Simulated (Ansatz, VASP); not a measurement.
## Rh: VASP beside Ansatz

Contents of INCAR:

```
PREC = Accurate ; ENCUT = 600
EDIFF = 1E-6 ; ISMEAR = -1
SIGMA = 0.05 ; LREAL = False
LASPH = True ; NELM = 80
ALGO = Normal ; ISIF = 3
LWAVE = False ; LCHARG = False
GGA = RE ; IBRION = 2
NSW = 80 ; EDIFFG = -0.005
```

KPOINTS

```
regular mesh
0
Gamma
  12 12 12
```

The input POSCAR:

```
Rh
1.0
    0.0000000000      1.8978500000      1.8978500000
    1.8978500000      0.0000000000      1.8978500000
    1.8978500000      1.8978500000      0.0000000000
Rh
1
Direct
    0.0000000000      0.0000000000      0.0000000000
```

input.yaml

```yaml
crystal:
  lattice:
    - [0.0, 1.89785, 1.89785]
    - [1.89785, 0.0, 1.89785]
    - [1.89785, 1.89785, 0.0]
  atoms:
    - { symbol: Rh, position: [0.0, 0.0, 0.0] }
kpoints:
  mp_grid: { grid: [12, 12, 12] }
scf:
  occupations: { method: fermi_dirac, width: 0.05 }
hamiltonian:
  xc: revpbe
  pseudopotentials: { kind: all_electron, lapw: { basis_error: 0.001 } }
output:
  forces: true
  stress: true
relax:
  f_tol: 0.005
  max_steps: 60
  cell: {}
```

Alike in both runs: task relaxation of cell and atoms; functional revPBE; k mesh 12 × 12 × 12; occupations fermi-dirac, width 0.05 eV; no spin polarisation.

|  | VASP | Ansatz |
| --- | --- | --- |
| version | VASP 6.6.1 | Ansatz 0.2.0 |
| potentials or method | VASP PAW PBE potentials, release 64 (Rh_pv), cutoff 600 eV | all-electron LAPW, scalar-relativistic |

|  | VASP | Ansatz | Ansatz less VASP |
| --- | --- | --- | --- |
| relaxed volume (Å³/atom) | 14.22 | 14.22 | -0.003 |
| relaxed cell length with the largest relative difference (Å) | 2.719 | 2.719 | -0.0002 |

VASP's potentials were made for PBE, not for revPBE. Ansatz ran all-electron here, and VASP with PAW potentials.
